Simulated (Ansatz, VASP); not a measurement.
# TaCuN2: VASP beside Ansatz

```xyz
4
Lattice="1.5680 0.9053 5.8127 -1.5680 0.9053 5.8127 0.0000 -1.8106 5.8127" Properties=species:S:1:pos:R:3 pbc="T T T"
Ta    0.0000    0.0000    8.7190
Cu    0.0000    0.0000    0.0000
N     0.0000    0.0000    2.0751
N     0.0000    0.0000   15.3629
```

Alike in both runs: task single point; functional LDA; k mesh 7 × 7 × 7; occupations gaussian, width 0.05 eV; collinear spin; Hubbard terms Ta d U = 2.0 eV, J = 0.5 eV, Cu d U = 2.0 eV, J = 0.5 eV.

```csv
,VASP,Ansatz
version,VASP 6.6.1,Ansatz 0.2.0
potentials or method,"VASP PAW LDA potentials, release 64 (Ta_pv, Cu, N), cutoff 520 eV","scalar-relativistic, plane waves, PAW"
valence electrons in the cell,32,42
```

```tsv
	VASP	Ansatz	Ansatz less VASP
gap on the k mesh at the Fermi level (eV)	1.10	1.10	-0.002
least direct gap on the mesh (eV)	1.68	1.77	+0.093
pressure (GPa)	16.6	13.8	-2.76
traceless stress, the component that is largest in VASP (GPa)	-16.78	-14.96	+1.822
rms of the force components (eV/Å)	2.688	2.547	-0.1412
net moment per atom (μB)	0.00	0.00	0.000
```

LDA's correlation is that of Perdew and Zunger in VASP and of Perdew and Wang (1992) in Ansatz. The programs project onto different local orbitals, so the same U acts differently, and such runs can settle in different states. Atom by atom the forces differ by 0.141 eV/Å (rms over components). VASP's potentials hold 32 valence electrons a cell and Ansatz's 42, so a difference there can come from the potentials and not from the codes. Ansatz's warnings: seeded moment not kept, specified occupation not kept, symmetry narrowed by occupation matrices.

Neither program's run includes spin-orbit coupling.
